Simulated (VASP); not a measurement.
# MgS (Niningerite) (Fm-3m) in VASP: a series of runs

The runs below take MgS (Niningerite) through single point, with PBE.

Program: VASP 6.6.1. These are calculated values, not measurements. Logs are shortened: lines on timing, memory, paths and dates and some standing lists are left out, and cuts for length are marked.

### 1 The cell of the first run

Symmetry: Fm-3m, No. 225, cubic system. Conventional cell: a = 5.203 Å, b = 5.203 Å, c = 5.203 Å, α = 90.00°, β = 90.00°, γ = 90.00°. S (site symmetry m-3m) has 6 Mg at 2.60 Å within 3.4 Å. Within 3.4 Å of Mg (site symmetry m-3m) lie 6 S at 2.60 Å.

### 2 Single point, PBE

The input, INCAR:

```
SYSTEM = MgS
ALGO = Normal
EDIFF = 1E-6
ENCUT = 520
GGA = PE
ISIF = 2
ISMEAR = -1
LASPH = .True.
LCHARG = .False.
LREAL = .False.
LWAVE = .False.
NBANDS = 11
NELM = 80
PREC = Accurate
SIGMA = 0.1
```

The input, KPOINTS:

```
k-points
0
Gamma
  8 8 8
  0 0 0
```

The input, POSCAR:

```
MgS
1.0
    0.0000000000      2.6016500000      2.6016500000
    2.6016500000      0.0000000000      2.6016500000
    2.6016500000      2.6016500000      0.0000000000
S Mg
1 1
Direct
    0.5000000000      0.5000000000      0.5000000000
    0.0000000000      0.0000000000      0.0000000000
```

Potentials or basis: VASP PAW PBE potentials, release 64 (S, Mg).

Launch:

```bash
$ cat potpaw_PBE.64/S/POTCAR potpaw_PBE.64/Mg/POTCAR > POTCAR
$ mpirun -np 1 vasp_std > vasp.out
```

OUTCAR:

```text
SYSTEM = MgS
   EDIFF = 1E-6
   ENCUT = 520
   GGA = PE
   ISIF = 2
   ISMEAR = -1
   LASPH = .True.
   LREAL = .False.
   NELM = 80
   PREC = Accurate

 ion  position               nearest neighbor table
   1  0.500  0.500  0.500-   2 2.60   2 2.60   2 2.60   2 2.60   2 2.60   2 2.60
   2  0.000  0.000  0.000-   1 2.60   1 2.60   1 2.60   1 2.60   1 2.60   1 2.60

  LATTYP: Found a face centered cubic cell.
 ALAT       =     5.2033000000

  Lattice vectors:

 A1 = (   0.0000000000,   2.6016500000,   2.6016500000)
 A2 = (   2.6016500000,   0.0000000000,   2.6016500000)
 A3 = (   2.6016500000,   2.6016500000,   0.0000000000)

Analysis of symmetry for initial positions (statically):
[... 33 lines left out ...]
                                     Primitive cell

  volume of cell :      35.2190

  direct lattice vectors                    reciprocal lattice vectors
     0.000000000  2.601650000  2.601650000    -0.192185728  0.192185728  0.192185728
     2.601650000  0.000000000  2.601650000     0.192185728 -0.192185728  0.192185728
     2.601650000  2.601650000  0.000000000     0.192185728  0.192185728 -0.192185728

  length of vectors
     3.679288715  3.679288715  3.679288715     0.332875446  0.332875446  0.332875446

  position of ions in fractional coordinates (direct lattice)
[... 8 lines left out ...]
----------------------------------------------------------------------------------------

 KPOINTS: k-points

Automatic generation of k-mesh.
 Grid dimensions read from file:
 generate k-points for:    8    8    8

 Generating k-lattice:

  Cartesian coordinates                     Fractional coordinates (reciprocal lattice)
    -0.024023216  0.024023216  0.024023216     0.125000000  0.000000000  0.000000000
     0.024023216 -0.024023216  0.024023216     0.000000000  0.125000000  0.000000000
     0.024023216  0.024023216 -0.024023216     0.000000000  0.000000000  0.125000000

  Length of vectors
     0.041609431  0.041609431  0.041609431

  Shift w.r.t. Gamma in fractional coordinates (k-lattice)
     0.000000000  0.000000000  0.000000000

 Subroutine IBZKPT returns following result:
 ===========================================

 Found     29 irreducible k-points:

 Following reciprocal coordinates:
            Coordinates               Weight
  0.000000  0.000000  0.000000      1.000000
  0.125000  0.000000  0.000000      8.000000
  0.250000  0.000000  0.000000      8.000000
  0.375000  0.000000  0.000000      8.000000
  0.500000  0.000000  0.000000      4.000000
  0.125000  0.125000  0.000000      6.000000
[... 16 lines left out ...]
  0.500000  0.250000  0.125000     48.000000
 -0.375000  0.250000  0.125000     24.000000
 [... further k-points ...]
   k-points           NKPTS =     29   k-points in BZ     NKDIM =     29   number of bands    NBANDS=     11
   number of dos      NEDOS =    301   number of ions     NIONS =      2
   total plane-waves  NPLWV =  21952
   dimension x,y,z NGX =    28 NGY =   28 NGZ =   28
   dimension x,y,z NGXF=    56 NGYF=   56 NGZF=   56
   ions per type =               1   1
   NGX,Y,Z   is equivalent  to a cutoff of  12.65, 12.65, 12.65 a.u.
   NGXF,Y,Z  is equivalent  to a cutoff of  25.30, 25.30, 25.30 a.u.
 SYSTEM =  MgS
   PREC   = accura    normal or accurate (medium, high low for compatibility)
   ISTART =      0    job   : 0-new  1-cont  2-samecut
   ICHARG =      2    charge: 1-file 2-atom 10-const
   ISPIN  =      1    spin polarized calculation?
   LNONCOLLINEAR =      F non collinear calculations
   LSORBIT =      F    spin-orbit coupling
   LASPH  =      T    aspherical Exc in radial PAW
   ENCUT  =  520.0 eV  38.22 Ry    6.18 a.u.   6.84  6.84  6.84*2*pi/ulx,y,z
   NELM   =     80;   NELMIN=  2; NELMDL= -5     # of ELM steps
   EDIFF  = 0.1E-05   stopping-criterion for ELM
   LREAL  =      F    real-space projection
   EDIFFG = 0.1E-04   stopping-criterion for IOM
   NSW    =      0    number of steps for IOM
   IBRION =     -1    ionic relax: 0-MD 1-quasi-New 2-CG
[... 8 lines left out ...]
   EMIN   =  10.00;   EMAX   =-10.00  energy-range for DOS
   EFERMI =   0.00;   METHOD = LEGACY
   ISMEAR =    -1;   SIGMA  =   0.10  broadening in eV -4-tet -1-fermi 0-gaus
   EFERMI_NEDOS =   21; number of points for ismear=-14 and -15
   IALGO  =     38    algorithm
   IMIX   =      4    mixing-type and parameters
     AMIX     =   0.40;   BMIX     =  1.00
     AMIX_MAG =   1.60;   BMIX_MAG =  1.00
  volume/ion in A,a.u.               =      17.61       118.83
  Fermi-wavevector in a.u.,A,eV,Ry     =   0.998878  1.887606 13.575323  0.997758
  Thomas-Fermi vector in A             =   2.131131
   LORBIT       =      0    0 simple, 1 ext, 2 COOP (PROOUT), +10 PAW based schemes
   GGA     = PE    functional components
   LHFCALC =     F    Hartree Fock is set to
   AEXX    =    0.0000 exact exchange contribution
   IVDW    =     0    specifies the selected vdW correction
   LEPSILON=     F    determine dielectric tensor
   LRPA    =     F    only Hartree local field effects (RPA)
 non-spin polarized calculation
  energy-cutoff  :      520.00
  volume of cell :       35.22
 maximum number of plane-waves:       960
   NGX = 13   NGY = 13   NGZ = 13

 number of electron       8.0000000 magnetization

 Free energy of the ion-electron system (eV)
  ---------------------------------------------------
  ext. energy  EPLUGINS =         0.00000000
  ---------------------------------------------------
  free energy    TOTEN  =        -8.50187867 eV

  energy without entropy =       -8.50187859  energy(sigma->0) =       -8.50187863

 E-fermi :   5.1932     XC(G=0):  -9.6882

 val. band max:        3.7251780747   @ k =   0.0000   0.0000   0.0000
 cond. band min:       6.5006496683   @ k =   0.5000   0.5000   0.0000
 fundamental gap:      2.7754715935
 Fermi energy:         5.1931522301

 k-point     1 :       0.0000    0.0000    0.0000
  band No.  band energies     occupation
      1      -8.9416      2.00000
      2       3.7252      2.00000
      3       3.7252      2.00000
      4       3.7252      2.00000
      5       7.4353      0.00000
      6      11.6798      0.00000
      7      11.6798      0.00000
      8      11.6798      0.00000
      9      14.0750      0.00000
     10      14.0750      0.00000
     11      16.2633      0.00000
[... 309 lines left out ...]
 k-point    24 :      -0.3750    0.2500    0.1250
  band No.  band energies     occupation
      1      -7.4406      2.00000
      2      -0.5772      2.00000
      3       1.5909      2.00000
      4       2.5769      2.00000
      5       9.2963      0.00000
      6       9.8352      0.00000
      7      12.1430      0.00000
      8      13.1458      0.00000
      9      15.9916      0.00000
     10      17.0238      0.00000
     11      19.2860      0.00000

 [... further k-points ...]
[... 5 lines left out ...]
  --------------------------------------------------------------------------------------
  -------------------------------------------------------------------------------------
  Total        0.1893147      0.1893147      0.1893147      0.0000000      0.0000000      0.0000000
  in kB        8.6122820      8.6122820      8.6122820      0.0000000      0.0000000      0.0000000
  external PRESSURE =       8.6122820 kB  Pullay stress =       0.0000000 kB

 VOLUME and BASIS-vectors are now :
 -----------------------------------------------------------------------------
  energy-cutoff  :      520.00
  volume of cell :       35.22
      direct lattice vectors                 reciprocal lattice vectors
     0.000000000  2.601650000  2.601650000    -0.192185728  0.192185728  0.192185728
     2.601650000  0.000000000  2.601650000     0.192185728 -0.192185728  0.192185728
     2.601650000  2.601650000  0.000000000     0.192185728  0.192185728 -0.192185728

 POSITION                                       TOTAL-FORCE (eV/Angst)
 -----------------------------------------------------------------------------------
      2.60165      2.60165      2.60165        -0.000000     -0.000000      0.000000
      0.00000      0.00000      0.00000         0.000000      0.000000     -0.000000
 -----------------------------------------------------------------------------------
    total drift:                                0.000000      0.000000      0.000000

  FREE ENERGIE OF THE ION-ELECTRON SYSTEM (eV)
  ---------------------------------------------------
  free  energy   TOTEN  =        -8.5018786708 eV

  energy  without entropy=       -8.5018785921  energy(sigma->0) =       -8.50187863
```

OSZICAR:

```text
N       E                     dE             d eps       ncg     rms          rms(c)
DAV:   1     0.208818255260E+02    0.20882E+02   -0.35483E+03   678   0.590E+02
DAV:   2    -0.760614572418E+01   -0.28488E+02   -0.27100E+02   810   0.101E+02
DAV:   3    -0.889993838909E+01   -0.12938E+01   -0.12921E+01   777   0.225E+01
DAV:   4    -0.890735974230E+01   -0.74214E-02   -0.74210E-02   779   0.205E+00
DAV:   5    -0.890742410569E+01   -0.64363E-04   -0.64363E-04   791   0.182E-01    0.441E+00
DAV:   6    -0.854218473301E+01    0.36524E+00   -0.78957E-01   718   0.350E+00    0.346E+00
DAV:   7    -0.850207642637E+01    0.40108E-01   -0.21751E-01   781   0.202E+00    0.227E+00
DAV:   8    -0.850215129638E+01   -0.74870E-04   -0.14574E-02   689   0.734E-01    0.982E-01
DAV:   9    -0.850186691439E+01    0.28438E-03   -0.76045E-04   719   0.159E-01    0.354E-01
DAV:  10    -0.850188272663E+01   -0.15812E-04   -0.24110E-04   739   0.710E-02    0.477E-02
DAV:  11    -0.850187879244E+01    0.39342E-05   -0.22648E-05   752   0.208E-02    0.205E-02
DAV:  12    -0.850187867075E+01    0.12169E-06   -0.76855E-07   512   0.542E-03
   1 F= -.85018787E+01 E0= -.85018786E+01  d E =-.786746E-07
```

Run time: 25 s. Hardware: 1 thread of AMD EPYC 7R13, shared host; peak memory 0.13 GiB.

What came out:

* Free energy: -8.5019 eV
* Pressure: 0.9 GPa
* Band gap on the k mesh: 2.78 eV, indirect (least direct gap 3.71 eV)

A k mesh can miss the band edges. Expect the measured gap to be larger: semilocal functionals such as PBE lack the derivative discontinuity.

### 3 Single point, PBE

The input, INCAR:

```
PREC = Accurate ; ENCUT = 520
EDIFF = 1E-6 ; ISMEAR = -1
SIGMA = 0.1 ; LREAL = False
LASPH = True ; NELM = 80
ALGO = Normal ; ISIF = 2
LWAVE = False ; LCHARG = False
GGA = PE ; NBANDS = 11
```

The input, KPOINTS:

```
Automatic mesh
0
Gamma
  10 10 10
```

POSCAR is that of step 2.

Potentials or basis: VASP PAW PBE potentials, release 64 (S, Mg).

Launch:

```bash
$ cat potpaw_PBE.64/S/POTCAR potpaw_PBE.64/Mg/POTCAR > POTCAR
$ mpirun -np 1 vasp_std > vasp.out
```

It took 39 s on 1 thread of AMD EPYC 7R13, shared host; peak memory 0.13 GiB.

It converged, with:

| Item | Value |
| --- | --- |
| Free energy | -8.5021 eV |
| Pressure | 0.9 GPa |
| Band gap on the k mesh | 2.78 eV, indirect (least direct gap 3.71 eV) |

Levels at points of the mesh, in eV from the valence-band top:
| k point | band 1 | band 2 | band 3 | band 4 | band 5 | band 6 | band 7 | band 8 | band 9 |
| --- | --- | --- | --- | --- | --- | --- | --- | --- | --- |
| (0.00, 0.00, 0.00) | -12.67 | 0.00 | 0.00 | 0.00 | 3.71 | 7.95 | 7.95 | 7.95 | 10.35 |
| (0.50, 0.00, 0.00) | -11.36 | -4.83 | -0.59 | -0.59 | 4.55 | 6.91 | 6.91 | 10.11 | 12.15 |
| (0.50, 0.50, 0.00) | -10.99 | -4.19 | -1.68 | -1.68 | 2.78 | 4.40 | 12.00 | 12.82 | 13.37 |

A k mesh can miss the band edges. As with any semilocal functional, this PBE gap is likely too small.

### 4 Single point, PBE

The input, INCAR:

```
SYSTEM = MgS
  PREC = Accurate
  ENCUT = 520
  EDIFF = 1E-6
  ISMEAR = -1
  SIGMA = 0.1
  LREAL = .FALSE.
  LASPH = .TRUE.
  NELM = 100
  ALGO = Normal
  ISIF = 2
  LWAVE = .FALSE.
  LCHARG = .TRUE.
  GGA = PE
  LELF = .TRUE.
  LVHAR = .TRUE.
  NBANDS = 11
```

The input, KPOINTS:

```
regular mesh
0
G
  12 12 12
  0 0 0
```

POSCAR is that of step 3.

Potentials or basis: VASP PAW PBE potentials, release 64 (S, Mg).

Launch:

```bash
$ cat potpaw_PBE.64/S/POTCAR potpaw_PBE.64/Mg/POTCAR > POTCAR
$ mpirun -np 1 vasp_std > vasp.out
```

OUTCAR:

```text
SYSTEM = MgS
   PREC = Accurate
   ENCUT = 520
   EDIFF = 1E-6
   ISMEAR = -1
   LREAL = .FALSE.
   LASPH = .TRUE.
   NELM = 100
   ISIF = 2
   GGA = PE

 ion  position               nearest neighbor table
   1  0.500  0.500  0.500-   2 2.60   2 2.60   2 2.60   2 2.60   2 2.60   2 2.60
   2  0.000  0.000  0.000-   1 2.60   1 2.60   1 2.60   1 2.60   1 2.60   1 2.60

  LATTYP: Found a face centered cubic cell.
 ALAT       =     5.2033000000

  Lattice vectors:

 A1 = (   0.0000000000,   2.6016500000,   2.6016500000)
 A2 = (   2.6016500000,   0.0000000000,   2.6016500000)
 A3 = (   2.6016500000,   2.6016500000,   0.0000000000)

Analysis of symmetry for initial positions (statically):
[... 33 lines left out ...]
                                     Primitive cell

  volume of cell :      35.2190

  direct lattice vectors                    reciprocal lattice vectors
     0.000000000  2.601650000  2.601650000    -0.192185728  0.192185728  0.192185728
     2.601650000  0.000000000  2.601650000     0.192185728 -0.192185728  0.192185728
     2.601650000  2.601650000  0.000000000     0.192185728  0.192185728 -0.192185728

  length of vectors
     3.679288715  3.679288715  3.679288715     0.332875446  0.332875446  0.332875446

  position of ions in fractional coordinates (direct lattice)
[... 130 lines left out ...]
 fundamental gap:      2.7757002456
 Fermi energy:         5.2251669359

 k-point     1 :       0.0000    0.0000    0.0000
  band No.  band energies     occupation
      1      -8.9419      2.00000
      2       3.7249      2.00000
      3       3.7249      2.00000
      4       3.7249      2.00000
      5       7.4352      0.00000
      6      11.6797      0.00000
      7      11.6797      0.00000
      8      11.6797      0.00000
      9      14.0749      0.00000
     10      14.0749      0.00000
     11      16.2633      0.00000
[... 309 lines left out ...]
 k-point    24 :      -0.4167    0.1667    0.0000
  band No.  band energies     occupation
      1      -7.5255      2.00000
      2      -0.7589      2.00000
      3       1.9702      2.00000
      4       2.9227      2.00000
      5       9.0110      0.00000
      6      10.1789      0.00000
      7      11.3744      0.00000
      8      13.7111      0.00000
      9      16.3651      0.00000
     10      16.5750      0.00000
     11      17.6202      0.00000

 [... further k-points ...]
[... 5 lines left out ...]
  --------------------------------------------------------------------------------------
  -------------------------------------------------------------------------------------
  Total        0.1885933      0.1885933      0.1885933      0.0000000      0.0000000     -0.0000000
  in kB        8.5794659      8.5794659      8.5794659      0.0000000      0.0000000     -0.0000000
  external PRESSURE =       8.5794659 kB  Pullay stress =       0.0000000 kB

 VOLUME and BASIS-vectors are now :
 -----------------------------------------------------------------------------
  energy-cutoff  :      520.00
  volume of cell :       35.22
      direct lattice vectors                 reciprocal lattice vectors
     0.000000000  2.601650000  2.601650000    -0.192185728  0.192185728  0.192185728
     2.601650000  0.000000000  2.601650000     0.192185728 -0.192185728  0.192185728
     2.601650000  2.601650000  0.000000000     0.192185728  0.192185728 -0.192185728

 POSITION                                       TOTAL-FORCE (eV/Angst)
 -----------------------------------------------------------------------------------
      2.60165      2.60165      2.60165         0.000000     -0.000000     -0.000000
      0.00000      0.00000      0.00000        -0.000000      0.000000      0.000000
 -----------------------------------------------------------------------------------
    total drift:                                0.000000      0.000000      0.000000

  FREE ENERGIE OF THE ION-ELECTRON SYSTEM (eV)
  ---------------------------------------------------
  free  energy   TOTEN  =        -8.5020935594 eV

  energy  without entropy=       -8.5020935090  energy(sigma->0) =       -8.50209353
```

stdout:

```text
POSCAR found type information on POSCAR S Mg
 POSCAR found :  2 types and       2 ions
 scaLAPACK will be used
 LDA part: xc-table for (Slater+PW92), standard interpolation
 POSCAR, INCAR and KPOINTS ok, starting setup
 FFT: planning ... GRIDC
 FFT: planning ... GRID_SOFT
 FFT: planning ... GRID
 WAVECAR not read
 entering main loop
```

It took 56 s on 1 thread of AMD EPYC 7R13, shared host; peak memory 0.14 GiB.

What came out:

```yaml
Free_energy: -8.5021 eV
Pressure: 0.9 GPa
Band_gap_on_the_k_mesh: 2.78 eV, indirect (least direct gap 3.71 eV)
```

A k mesh can miss the band edges. A hybrid or GW would open this gap; PBE tends to underestimate it.

### 5 Single point, PBE

INCAR is that of step 4.

The input, KPOINTS:

```
Automatic mesh
0
G
  14 14 14
  0 0 0
```

POSCAR is that of step 4.

Potentials or basis: VASP PAW PBE potentials, release 64 (S, Mg).

Launch:

```bash
$ cat potpaw_PBE.64/S/POTCAR potpaw_PBE.64/Mg/POTCAR > POTCAR
$ mpirun -np 1 vasp_std > vasp.out
```

OUTCAR:

```text
SYSTEM = MgS
   PREC = Accurate
   ENCUT = 520
   EDIFF = 1E-6
   ISMEAR = -1
   LREAL = .FALSE.
   LASPH = .TRUE.
   NELM = 100
   ISIF = 2
   GGA = PE

 ion  position               nearest neighbor table
   1  0.500  0.500  0.500-   2 2.60   2 2.60   2 2.60   2 2.60   2 2.60   2 2.60
   2  0.000  0.000  0.000-   1 2.60   1 2.60   1 2.60   1 2.60   1 2.60   1 2.60

  LATTYP: Found a face centered cubic cell.
 ALAT       =     5.2033000000

  Lattice vectors:

[... 512 lines left out ...]
      5       9.2209      0.00000
      6      10.4606      0.00000
      7      11.0297      0.00000
      8      12.5559      0.00000
      9      14.0028      0.00000
     10      15.2433      0.00000
     11      17.2080      0.00000

 [... further k-points ...]
[... 5 lines left out ...]
  --------------------------------------------------------------------------------------
  -------------------------------------------------------------------------------------
  Total        0.1886289      0.1886289      0.1886289      0.0000000      0.0000000     -0.0000000
  in kB        8.5810832      8.5810832      8.5810832      0.0000000      0.0000000     -0.0000000
  external PRESSURE =       8.5810832 kB  Pullay stress =       0.0000000 kB

 VOLUME and BASIS-vectors are now :
 -----------------------------------------------------------------------------
  energy-cutoff  :      520.00
  volume of cell :       35.22
      direct lattice vectors                 reciprocal lattice vectors
     0.000000000  2.601650000  2.601650000    -0.192185728  0.192185728  0.192185728
     2.601650000  0.000000000  2.601650000     0.192185728 -0.192185728  0.192185728
     2.601650000  2.601650000  0.000000000     0.192185728  0.192185728 -0.192185728

 POSITION                                       TOTAL-FORCE (eV/Angst)
 -----------------------------------------------------------------------------------
      2.60165      2.60165      2.60165         0.000000     -0.000000      0.000000
      0.00000      0.00000      0.00000        -0.000000      0.000000     -0.000000
 -----------------------------------------------------------------------------------
    total drift:                                0.000000      0.000000      0.000000

  FREE ENERGIE OF THE ION-ELECTRON SYSTEM (eV)
  ---------------------------------------------------
  free  energy   TOTEN  =        -8.5020957632 eV

  energy  without entropy=       -8.5020957152  energy(sigma->0) =       -8.50209574
```

Wall time 79 s (1 thread of AMD EPYC 7R13, shared host); peak memory 0.16 GiB.

What came out:

* Free energy: -8.5021 eV
* Pressure: 0.9 GPa
* Band gap on the k mesh: 2.78 eV, indirect (least direct gap 3.71 eV)

### 6 Overview

```csv
k mesh,gap on the mesh (eV),pressure (GPa)
8 × 8 × 8,2.78,0.9
10 × 10 × 10,2.78,0.9
12 × 12 × 12,2.78,0.9
14 × 14 × 14,2.78,0.9
```

Alike in all rows: task single point; level PBE; potentials or basis VASP PAW PBE potentials, release 64 (S, Mg); no spin polarisation; cell as given; cutoff (eV) 520; smearing fermi-dirac 0.1 eV.

On the cell as given the gap runs from 2.78 eV (PBE) to 2.78 eV (PBE); the meshes differ, which moves gaps too.

Total energies depend on the potentials used, so only differences within one code and one set of settings carry meaning.
